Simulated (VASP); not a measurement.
# SiNi3 (Pm-3m) in VASP: single point with PBEsol+U

Aim: the single point of SiNi3 with PBEsol+U.

Everything below comes from runs of VASP 6.6.1. Logs are shortened: lines on timing, memory, paths and dates and some standing lists are left out, and cuts for length are marked.

### 1 The cell of the first run

It takes space group Pm-3m (No. 221, cubic). The conventional cell has a = 3.542 Å, b = 3.542 Å, c = 3.542 Å, α = 90.00°, β = 90.00°, γ = 90.00°. Within 3.3 Å of Ni (site symmetry 4/mmm) lie 8 Ni at 2.50 Å and 4 Si at 2.50 Å. Within 3.3 Å of Si (site symmetry m-3m) lie 12 Ni at 2.50 Å.

### 2 Single point, PBEsol+U, collinear spin, ferromagnetic start

Input file POSCAR:

```
SiNi3
1.0
    3.5420000000      0.0000000000      0.0000000000
    0.0000000000      3.5420000000      0.0000000000
    0.0000000000      0.0000000000      3.5420000000
Ni Si
3 1
Direct
    0.5000000000      0.5000000000      0.0000000000
    0.5000000000      0.0000000000      0.5000000000
    0.0000000000      0.5000000000      0.5000000000
    0.0000000000      0.0000000000      0.0000000000
```

Input file INCAR.step1:

```
ALGO = Normal ; EDIFF = 1E-6
ENCUT = 540 ; GGA = PS
GGA_COMPAT = F ; ISMEAR = 1
ISPIN = 2 ; KPAR = 2
LASPH = T ; LCHARG = T
LDAU = T ; LDAUJ = 0 0
LDAUL = 2 -1 ; LDAUTYPE = 2
LDAUU = 6 0 ; LMAXMIX = 4
LORBIT = 11 ; LREAL = F
LWAVE = F ; MAGMOM = 1 1 1 0
NBANDS = 43 ; NELM = 200
PREC = Accurate ; SIGMA = 0.1
```

Input file KPOINTS.step1:

```
k-points
0
Gamma
  9 9 9
```

Input file INCAR.step2:

```
ALGO = Normal ; EDIFF = 1E-6
EMAX = 17.0484 ; EMIN = -7.9516
ENCUT = 540 ; GGA = PS
GGA_COMPAT = F ; ICHARG = 11
ISMEAR = -5 ; ISPIN = 2
KPAR = 2 ; LASPH = T
LCHARG = F ; LDAU = T
LDAUJ = 0 0 ; LDAUL = 2 -1
LDAUTYPE = 2 ; LDAUU = 6 0
LMAXMIX = 4 ; LORBIT = 11
LREAL = F ; LWAVE = F
MAGMOM = 1 1 1 0 ; NBANDS = 43
NEDOS = 4001 ; NELM = 200
PREC = Accurate
```

Input file KPOINTS.step2:

```
Automatic mesh
0
Gamma
  23 23 23
  0 0 0
```

Potentials or basis: VASP PAW PBE potentials, release 64 (Ni, Si).

Started as:

```sh
$ cat potpaw_PBE.64/Ni/POTCAR potpaw_PBE.64/Si/POTCAR > POTCAR
$ cp INCAR.step1 INCAR
$ cp KPOINTS.step1 KPOINTS
$ mpirun -np 2 vasp_std > vasp.out
$ cp INCAR.step2 INCAR
$ cp KPOINTS.step2 KPOINTS
$ mpirun -np 2 vasp_std > vasp.out
```

OUTCAR:

```text
EDIFF = 1E-6
   EMIN = -7.9516
   ENCUT = 540
   GGA = PS
   ICHARG = 11
   ISMEAR = -5
   ISPIN = 2
   LASPH = T
   LORBIT = 11
   LREAL = F
   NELM = 200
   PREC = Accurate

 ion  position               nearest neighbor table
   1  0.500  0.500  0.000-   2 2.50   3 2.50   4 2.50   2 2.50   3 2.50   2 2.50   4 2.50   2 2.50
                             3 2.50   4 2.50   3 2.50   4 2.50
   2  0.500  0.000  0.500-   1 2.50   3 2.50   4 2.50   1 2.50   4 2.50   1 2.50   3 2.50   1 2.50
                             3 2.50   4 2.50   4 2.50   3 2.50
   3  0.000  0.500  0.500-   1 2.50   2 2.50   4 2.50   1 2.50   4 2.50   2 2.50   4 2.50   4 2.50
                             1 2.50   2 2.50   1 2.50   2 2.50
   4  0.000  0.000  0.000-   1 2.50   2 2.50   3 2.50   2 2.50   3 2.50   1 2.50   3 2.50   3 2.50
                             1 2.50   2 2.50   2 2.50   1 2.50

  LATTYP: Found a simple cubic cell.
 ALAT       =     3.5420000000

  Lattice vectors:

 A1 = (   3.5420000000,   0.0000000000,   0.0000000000)
 A2 = (   0.0000000000,   3.5420000000,   0.0000000000)
 A3 = (   0.0000000000,   0.0000000000,   3.5420000000)

Analysis of symmetry for initial positions (statically):
=====================================================================
 Subroutine PRICEL returns:
 Original cell was already a primitive cell.

 Routine SETGRP: Setting up the symmetry group for a
 simple cubic supercell.

 Subroutine GETGRP returns: Found 48 space group operations
 (whereof 48 operations were pure point group operations)
 out of a pool of 48 trial point group operations.

The static configuration has the point symmetry O_h .

Analysis of symmetry for dynamics (positions and initial velocities):
=====================================================================
 Subroutine PRICEL returns:
 Original cell was already a primitive cell.

 Routine SETGRP: Setting up the symmetry group for a
 simple cubic supercell.

 Subroutine GETGRP returns: Found 48 space group operations
 (whereof 48 operations were pure point group operations)
 out of a pool of 48 trial point group operations.

The dynamic configuration has the point symmetry O_h .

Analysis of structural, dynamic, and magnetic symmetry:
=====================================================================
 Subroutine PRICEL returns:
 Original cell was already a primitive cell.

 Routine SETGRP: Setting up the symmetry group for a
 simple cubic supercell.

 Subroutine GETGRP returns: Found 48 space group operations
 (whereof 48 operations were pure point group operations)
 out of a pool of 48 trial point group operations.

The overall configuration has the point symmetry O_h .

 Subroutine INISYM returns: Found 48 space group operations
 (whereof 48 operations are pure point group operations),
 and found     1 'primitive' translations

----------------------------------------------------------------------------------------

                                     Primitive cell

  volume of cell :      44.4371

  direct lattice vectors                    reciprocal lattice vectors
     3.542000000  0.000000000  0.000000000     0.282326369  0.000000000  0.000000000
     0.000000000  3.542000000  0.000000000     0.000000000  0.282326369  0.000000000
     0.000000000  0.000000000  3.542000000     0.000000000  0.000000000  0.282326369

  length of vectors
     3.542000000  3.542000000  3.542000000     0.282326369  0.282326369  0.282326369

  position of ions in fractional coordinates (direct lattice)
     0.500000000  0.500000000  0.000000000
     0.500000000  0.000000000  0.500000000
     0.000000000  0.500000000  0.500000000
     0.000000000  0.000000000  0.000000000

  ion indices of the primitive-cell ions
   primitive index   ion index
                 1           1
                 2           2
                 3           3
                 4           4

----------------------------------------------------------------------------------------

 KPOINTS: Automatic mesh

[... 48 lines left out ...]
  0.478261  0.043478  0.000000     24.000000
  0.086957  0.086957  0.000000     12.000000
 [... further k-points ...]
   k-points           NKPTS =    364   k-points in BZ     NKDIM =    364   number of bands    NBANDS=     43
   number of dos      NEDOS =   4001   number of ions     NIONS =      4
   total plane-waves  NPLWV =  21952
   dimension x,y,z NGX =    28 NGY =   28 NGZ =   28
   dimension x,y,z NGXF=    56 NGYF=   56 NGZF=   56
   ions per type =               3   1
   NGX,Y,Z   is equivalent  to a cutoff of  13.14, 13.14, 13.14 a.u.
   NGXF,Y,Z  is equivalent  to a cutoff of  26.28, 26.28, 26.28 a.u.
 SYSTEM =  unknown system
   PREC   = accura    normal or accurate (medium, high low for compatibility)
   ISTART =      0    job   : 0-new  1-cont  2-samecut
   ICHARG =     11    charge: 1-file 2-atom 10-const
   ISPIN  =      2    spin polarized calculation?
   LNONCOLLINEAR =      F non collinear calculations
   LSORBIT =      F    spin-orbit coupling
   LASPH  =      T    aspherical Exc in radial PAW
   ENCUT  =  540.0 eV  39.69 Ry    6.30 a.u.   6.71  6.71  6.71*2*pi/ulx,y,z
   NELM   =    200;   NELMIN=  2; NELMDL=  0     # of ELM steps
   EDIFF  = 0.1E-05   stopping-criterion for ELM
   LREAL  =      F    real-space projection
   EDIFFG = 0.1E-04   stopping-criterion for IOM
   NSW    =      0    number of steps for IOM
   IBRION =     -1    ionic relax: 0-MD 1-quasi-New 2-CG
   NFREE  =      0    steps in history (QN), initial steepest desc. (CG)
   ISIF   =      2    stress and relaxation
   ISYM   =      2    0-nonsym 1-usesym 2-fastsym
   POTIM  = 0.5000    time-step for ionic-motion
   TEBEG  =    0.0;   TEEND  =   0.0 temperature during run

   SCALEE = 1.0000    scale energy and forces
   PSTRESS=    0.0 pullay stress
   NELECT =      34.0000    total number of electrons
   NUPDOWN=      -1.0000    fix difference up-down
   EMIN   =  -7.95;   EMAX   = 17.05  energy-range for DOS
   EFERMI =   0.00;   METHOD = LEGACY
   ISMEAR =    -5;   SIGMA  =   0.20  broadening in eV -4-tet -1-fermi 0-gaus
   EFERMI_NEDOS =   21; number of points for ismear=-14 and -15
   IALGO  =     38    algorithm
   IMIX   =      4    mixing-type and parameters
     AMIX     =   0.40;   BMIX     =  1.00
     AMIX_MAG =   1.60;   BMIX_MAG =  1.00
  volume/ion in A,a.u.               =      11.11        74.97
  Fermi-wavevector in a.u.,A,eV,Ry     =   1.497336  2.829555 30.504465  2.242015
  Thomas-Fermi vector in A             =   2.609237
   LORBIT       =     11    0 simple, 1 ext, 2 COOP (PROOUT), +10 PAW based schemes
 LDA+U is selected, type is set to LDAUTYPE =  2
   angular momentum for each species LDAUL =     2   -1
   U (eV)           for each species LDAUU =   6.0  0.0
   J (eV)           for each species LDAUJ =   0.0  0.0
   GGA     = PS    functional components
   LHFCALC =     F    Hartree Fock is set to
   AEXX    =    0.0000 exact exchange contribution
   IVDW    =     0    specifies the selected vdW correction
   LEPSILON=     F    determine dielectric tensor
   LRPA    =     F    only Hartree local field effects (RPA)

   CSHIFT  =0.1000    complex shift for real part using Kramers Kronig

   OMEGAMAX=  -1.0    maximum frequency
 spin polarized calculation
 Fermi weights with tetrahedron method with Bloechl corrections
  energy-cutoff  :      540.00
  volume of cell :       44.44
 maximum number of plane-waves:      1309
 NGX is ok and might be reduce to    28

 number of electron      33.9999988 magnetization       0.0496843

 Free energy of the ion-electron system (eV)
  ---------------------------------------------------
  ext. energy  EPLUGINS =         0.00000000
  ---------------------------------------------------
  free energy    TOTEN  =       -15.26484944 eV

  energy without entropy =      -15.26484944  energy(sigma->0) =      -15.26484944

 E-fermi :   9.0359     XC(G=0): -12.9899

 val. band max:        9.0721096939   @ k =   0.2609   0.2609   0.2609
 cond. band min:       9.0118097375   @ k =   0.0000   0.0000   0.0000
 fundamental gap:     -0.0602999564
 Fermi energy:         9.0358898929

 spin component 1

 k-point     1 :       0.0000    0.0000    0.0000
  band No.  band energies     occupation
      1      -1.8616      1.00000
      2       4.1516      1.00000
      3       4.9485      1.00000
      4       4.9485      1.00000
      5       5.4183      1.00000
      6       5.4183      1.00000
[... 757 lines left out ...]
     28      23.6043      0.00000
     29      23.9292      0.00000

 [... further k-points ...]

 spin component 2

 k-point     1 :       0.0000    0.0000    0.0000
  band No.  band energies     occupation
      1      -1.8726      1.00000
      2       4.1499      1.00000
      3       4.9653      1.00000
      4       4.9653      1.00000
      5       5.5011      1.00000
      6       5.5011      1.00000
[... 757 lines left out ...]
     28      23.6046      0.00000
     29      23.9229      0.00000

 [... further k-points ...]

 [bands above 29 left out]

------------------------ aborting loop because EDIFF is reached ----------------------------------------

  FORCE on cell =-STRESS in cart. coord.  units (eV):
  Direction    XX          YY          ZZ          XY          YZ          ZX
  --------------------------------------------------------------------------------------
  -------------------------------------------------------------------------------------
  Total       -8.4634268     -8.4634268     -8.4634268      0.0000000      0.0000000      0.0000000
  in kB     -305.1484400   -305.1484400   -305.1484400      0.0000000      0.0000000      0.0000000
  external PRESSURE =    -305.1484400 kB  Pullay stress =       0.0000000 kB

 VOLUME and BASIS-vectors are now :
 -----------------------------------------------------------------------------
  energy-cutoff  :      540.00
  volume of cell :       44.44
      direct lattice vectors                 reciprocal lattice vectors
     3.542000000  0.000000000  0.000000000     0.282326369  0.000000000  0.000000000
     0.000000000  3.542000000  0.000000000     0.000000000  0.282326369  0.000000000
     0.000000000  0.000000000  3.542000000     0.000000000  0.000000000  0.282326369

 POSITION                                       TOTAL-FORCE (eV/Angst)
 -----------------------------------------------------------------------------------
      1.77100      1.77100      0.00000         0.000000      0.000000      0.000000
      1.77100      0.00000      1.77100         0.000000      0.000000      0.000000
      0.00000      1.77100      1.77100         0.000000      0.000000      0.000000
      0.00000      0.00000      0.00000         0.000000      0.000000      0.000000
 -----------------------------------------------------------------------------------
    total drift:                                0.000000      0.000000      0.000000

  FREE ENERGIE OF THE ION-ELECTRON SYSTEM (eV)
  ---------------------------------------------------
  free  energy   TOTEN  =       -15.2648494415 eV

  energy  without entropy=      -15.2648494415  energy(sigma->0) =      -15.26484944

 total charge

# of ion       s       p       d       tot
------------------------------------------
    1        0.439   0.458   8.721   9.618
    2        0.439   0.458   8.721   9.618
    3        0.439   0.458   8.721   9.618
    4        0.743   0.754   0.000   1.497
--------------------------------------------------
tot          2.061   2.127  26.164  30.352

 magnetization (x)

# of ion       s       p       d       tot
------------------------------------------
    1       -0.001  -0.003   0.030   0.025
    2       -0.001  -0.003   0.030   0.025
    3       -0.001  -0.003   0.030   0.025
    4       -0.001  -0.003   0.000  -0.003
--------------------------------------------------
tot         -0.004  -0.013   0.089   0.071
```

It took 5 min on 2 MPI ranks of AMD EPYC 9R45 (Zen 5), shared host; peak memory 0.95 GiB.

What came out:

```yaml
Net_moment: 0.05 μB per cell
Site_moments: Ni +0.03; Si -0.00 μB
Valence_electrons_inside_the_program's_atomic_spheres: Ni 9.62; Si 1.50
Density_of_states_at_the_Fermi_level: 0.39 states/eV/atom
```

Caveat: the moments typed at the start vanished in this run; the PAW data sets were made with another functional, which shifts forces and pressure a little; the U is typed as a test and isn't derived for this compound; tetrahedron occupations give inexact forces and stress in metals.
